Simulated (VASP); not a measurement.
# Sn in VASP: further runs, part 2 of 2

VASP 6.6.1.

## 3. Single point, r2SCAN

This run uses another cell than the first one, of 28.84 Å³/atom, 1.019 times its volume.

File POSCAR:

```
Sn
1.0
   -1.9318112889      1.9318112889      1.9318112889
    1.9318112889     -1.9318112889      1.9318112889
    1.9318112889      1.9318112889     -1.9318112889
Sn
1
Direct
    0.0000000000      0.0000000000      0.0000000000
```

File INCAR.step1:

```
PREC = Accurate ; ENCUT = 520
ISMEAR = -1 ; SIGMA = 0.05
LREAL = F ; LASPH = T
NELM = 80 ; NBANDS = 13
GGA = PE ; ALGO = Normal
EDIFF = 1E-4 ; LWAVE = T
LCHARG = F
```

File INCAR.step2:

```
PREC = Accurate ; ENCUT = 520
EDIFF = 1E-7 ; ISMEAR = -1
SIGMA = 0.05 ; LREAL = F
LASPH = T ; NELM = 80
ALGO = Normal ; ISIF = 2
LWAVE = F ; LCHARG = T
METAGGA = R2SCAN ; LMIXTAU = T
LELF = T ; LVHAR = T
NBANDS = 13 ; ISTART = 1
```

File KPOINTS:

```
regular mesh
0
Gamma
  10 10 10
```

Potentials or basis: VASP PAW PBE potentials, release 64 (Sn_d).

Launch:

```
cat potpaw_PBE.64/Sn_d/POTCAR > POTCAR
cp INCAR.step1 INCAR
mpirun -np 1 vasp_std > vasp.out
cp INCAR.step2 INCAR
mpirun -np 1 vasp_std > vasp.out
```

Wall time 51 s (1 thread of Intel Xeon Platinum 8375C at 2.90GHz (Ice Lake), shared host); peak memory 0.16 GiB.

Results (log left out):

| Item | Value |
| --- | --- |
| Free energy | -24.4710 eV |
| Pressure | -3.1 GPa |
| Band gap on the k mesh | zero (band 7 reaches 15.19 eV, above the bottom of band 8 at 5.11 eV) |

Levels at points of the mesh, in eV from the Fermi level:
```tsv
k point	band 3	band 4	band 5	band 6	band 7	band 8	band 9	band 10	band 11	band 12
(0.00, 0.00, 0.00)	-22.20	-22.07	-22.07	-11.17	7.90	7.90	7.90	12.82	12.84	12.84
(0.50, 0.00, 0.00)	-22.08	-22.08	-22.00	-6.55	-4.33	3.57	5.66	8.28	8.47	15.48
(0.50, 0.50, 0.50)	-22.01	-22.01	-22.01	-2.65	-0.49	-0.49	-0.49	4.27	4.27	18.81
```

Caveat: the PAW data sets were made with another functional, which shifts forces and pressure a little; spin-orbit coupling is left out, which moves the levels of the heavy elements.

## 4. Single point, PBEsol

This run uses another cell than the first one, of 27.20 Å³/atom, 0.962 times its volume.

File INCAR:

```
SYSTEM = Sn
PREC = Accurate ; ENCUT = 520
EDIFF = 1E-7 ; ISMEAR = -1
SIGMA = 0.05 ; LREAL = .FALSE.
LASPH = .TRUE. ; NELM = 80
ALGO = Fast ; ISIF = 2
LWAVE = .FALSE. ; LCHARG = .FALSE.
GGA = PS ; NBANDS = 13
```

File KPOINTS:

```
regular mesh
0
G
  8 8 8
  0 0 0
```

File POSCAR:

```
Sn
1.0
   -1.8946518192      1.8946518192      1.8946518192
    1.8946518192     -1.8946518192      1.8946518192
    1.8946518192      1.8946518192     -1.8946518192
Sn
1
Direct
    0.0000000000      0.0000000000      0.0000000000
```

Potentials or basis: VASP PAW PBE potentials, release 64 (Sn_d).

Launch:

```
cat potpaw_PBE.64/Sn_d/POTCAR > POTCAR
mpirun -np 1 vasp_std > vasp.out
```

OUTCAR:

```text
SYSTEM = Sn
   PREC = Accurate
   ENCUT = 520
   EDIFF = 1E-7
   ISMEAR = -1
   LREAL = .FALSE.
   LASPH = .TRUE.
   NELM = 80
   ISIF = 2
   GGA = PS

 ion  position               nearest neighbor table
   1  0.000  0.000  0.000-

  LATTYP: Found a body centered cubic cell.
 ALAT       =     3.7893036384

  Lattice vectors:

 A1 = (  -1.8946518192,   1.8946518192,   1.8946518192)
 A2 = (   1.8946518192,  -1.8946518192,   1.8946518192)
 A3 = (   1.8946518192,   1.8946518192,  -1.8946518192)

Analysis of symmetry for initial positions (statically):
[... 553 lines left out ...]
      6       1.1741      2.00000
      7       6.9947      2.00000
      8       9.2849      0.00000
      9      10.4578      0.00000
     10      14.0259      0.00000
     11      18.7893      0.00000
     12      21.1592      0.00000
     13      21.8422      0.00000

 [... further k-points ...]
[... 5 lines left out ...]
  --------------------------------------------------------------------------------------
  -------------------------------------------------------------------------------------
  Total       -0.2882287     -0.2882287     -0.2882287     -0.0000000     -0.0000000     -0.0000000
  in kB      -16.9746003    -16.9746003    -16.9746003     -0.0000000     -0.0000000     -0.0000000
  external PRESSURE =     -16.9746003 kB  Pullay stress =       0.0000000 kB

 VOLUME and BASIS-vectors are now :
 -----------------------------------------------------------------------------
  energy-cutoff  :      520.00
  volume of cell :       27.20
      direct lattice vectors                 reciprocal lattice vectors
    -1.894651819  1.894651819  1.894651819     0.000000000  0.263900731  0.263900731
     1.894651819 -1.894651819  1.894651819     0.263900731  0.000000000  0.263900731
     1.894651819  1.894651819 -1.894651819     0.263900731  0.263900731  0.000000000

 POSITION                                       TOTAL-FORCE (eV/Angst)
 -----------------------------------------------------------------------------------
      0.00000      0.00000      0.00000         0.000000      0.000000      0.000000
 -----------------------------------------------------------------------------------
    total drift:                                0.000000      0.000000      0.000000

  FREE ENERGIE OF THE ION-ELECTRON SYSTEM (eV)
  ---------------------------------------------------
  free  energy   TOTEN  =        -4.2111081449 eV

  energy  without entropy=       -4.2020197940  energy(sigma->0) =       -4.20656397
```

stdout:

```text
POSCAR found type information on POSCAR Sn
 POSCAR found :  1 types and       1 ions
 scaLAPACK will be used
 -----------------------------------------------------------------------------
|                                                                             |
|                                                                             |
|     You enforced a specific xc type in the INCAR file but a different       |
|     I HOPE YOU KNOW WHAT YOU ARE DOING!                                     |
|                                                                             |
 -----------------------------------------------------------------------------

 LDA part: xc-table for (Slater+PW92), standard interpolation
 POSCAR, INCAR and KPOINTS ok, starting setup
 FFT: planning ... GRIDC
 FFT: planning ... GRID_SOFT
 FFT: planning ... GRID
 WAVECAR not read
 entering main loop
```

Wall time 3.8 s (1 thread of Intel Xeon 6975P-C (Granite Rapids), shared host); peak memory 0.13 GiB.

What came out:

* Free energy: -4.2111 eV
* Pressure: -1.7 GPa
* Band gap on the k mesh: zero (band 7 reaches 15.86 eV, above the bottom of band 8 at 5.62 eV)

Caveat: the PAW data sets were made with another functional, which shifts forces and pressure a little; spin-orbit coupling is left out, which moves the levels of the heavy elements.

## 5. Single point, PBEsol

This run uses another cell than the first one, of 26.12 Å³/atom, 0.923 times its volume.

File INCAR:

```
  PREC = Accurate
  ENCUT = 520
  EDIFF = 1E-6
  ISMEAR = -1
  SIGMA = 0.05
  LREAL = False
  LASPH = True
  NELM = 80
  ALGO = Normal
  ISIF = 2
  LWAVE = False
  LCHARG = True
  GGA = PS
  LELF = True
  LVHAR = True
  NBANDS = 13
```

File KPOINTS:

```
regular mesh
0
Gamma
  8 8 8
```

File POSCAR:

```
Sn
1.0
   -1.8946518192      1.8946518192      1.8188657464
    1.8946518192     -1.8946518192      1.8188657464
    1.8946518192      1.8946518192     -1.8188657464
Sn
1
Direct
    0.0000000000      0.0000000000      0.0000000000
```

Launch:

```
cat potpaw_PBE.64/Sn_d/POTCAR > POTCAR
mpirun -np 1 vasp_std > vasp.out
```

Wall time 4.9 s (1 thread of Intel Xeon 6975P-C (Granite Rapids), shared host); peak memory 0.14 GiB.

It converged, with:

```yaml
Free_energy: -4.2180 eV
Pressure: 0.0 GPa
Band_gap_on_the_k_mesh: zero (band 7 reaches 16.61 eV, above the bottom of band 8 at 6.12 eV)
```

Stress tensor (GPa, compression positive):
```
 0.17  0.00  0.00
 0.00  0.17  0.00
 0.00  0.00 -0.23
```

Levels at points of the mesh, in eV from the Fermi level:
```tsv
k point	band 4	band 5	band 6	band 7	band 8	band 9	band 10	band 11
(0.00, 0.00, 0.00)	-21.25	-21.23	-11.32	8.27	8.27	8.61	12.16	12.16
(0.50, 0.00, 0.00)	-21.24	-21.15	-6.29	-4.52	3.64	5.40	8.06	8.26
(0.50, 0.50, 0.00)	-21.25	-21.15	-6.58	-4.64	4.18	6.13	8.71	8.96
(0.50, 0.50, 0.50)	-21.17	-21.16	-2.24	-0.71	-0.71	0.10	3.71	4.17
```

Caveat: the PAW data sets were made with another functional, which shifts forces and pressure a little; spin-orbit coupling is left out, which moves the levels of the heavy elements.

## 6. Overview

```csv
level,cell,k mesh,gap on the mesh (eV),pressure (GPa)
r2SCAN,"a = 3.325 Å, angles 109.5°, 1 atom",10 × 10 × 10,none,-2.4
r2SCAN,"a = 3.346 Å, angles 109.5°, 1 atom",10 × 10 × 10,none,-3.1
PBEsol,"a = 3.282 Å, angles 109.5°, 1 atom",8 × 8 × 8,none,-1.7
PBEsol,"a = 3.238 Å, angles 108.4, 108.4, 111.7°, 1 atom",8 × 8 × 8,none,0.0
```

Alike in all rows: task single point; potentials or basis VASP PAW PBE potentials, release 64 (Sn_d); no spin polarisation; cutoff (eV) 520; smearing fermi-dirac 0.05 eV.

Caveats: the PAW data sets were made with another functional, which shifts forces and pressure a little; spin-orbit coupling is left out, which moves the levels of the heavy elements.

Total energies depend on the potentials used, so only differences within one code and one set of settings carry meaning.
